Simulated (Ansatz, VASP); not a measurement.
# One calculation of AlCu3, two programs

```
Al Cu
1.0
     3.37755   -0.19975    0.00000
    -0.19975    3.37755    0.00000
     0.00000    0.00000    3.63178
Al Cu
1 3
Direct
  0.00000 0.00000 0.00000
  0.50000 0.50000 0.00000
  0.50000 0.00000 0.50000
  0.00000 0.50000 0.50000
```

Change from the starting cell: engineering shear strain xy -0.1100, equal normal strain along x and y -0.0700.

Alike in both runs: task single point; functional PBEsol; k mesh 12 × 12 × 12; occupations gaussian, width 0.15 eV; no spin polarisation.

```csv
,VASP,Ansatz
version,VASP 6.6.1,Ansatz 0.2.0
potentials or method,"VASP PAW PBE potentials, release 64 (Al, Cu), cutoff 520 eV","scalar-relativistic, plane waves, PAW"
valence electrons in the cell,36,60
```

```tsv
	VASP	Ansatz	Ansatz less VASP
gap on the k mesh at the Fermi level (eV)	none	none	-
pressure (GPa)	36.3	35.7	-0.56
traceless stress, the component that is largest in VASP (GPa)	25.31	25.32	+0.012
```

VASP's potentials were made for PBE, not for PBEsol, and Ansatz warns of the same on its side. A gap of «none» marks a metal or a gap that the smearing closes. Both programs put the cell under a high pressure, so it lies far from rest at this level. VASP's potentials hold 36 valence electrons a cell and Ansatz's 60, so a difference there can come from the potentials and not from the codes.
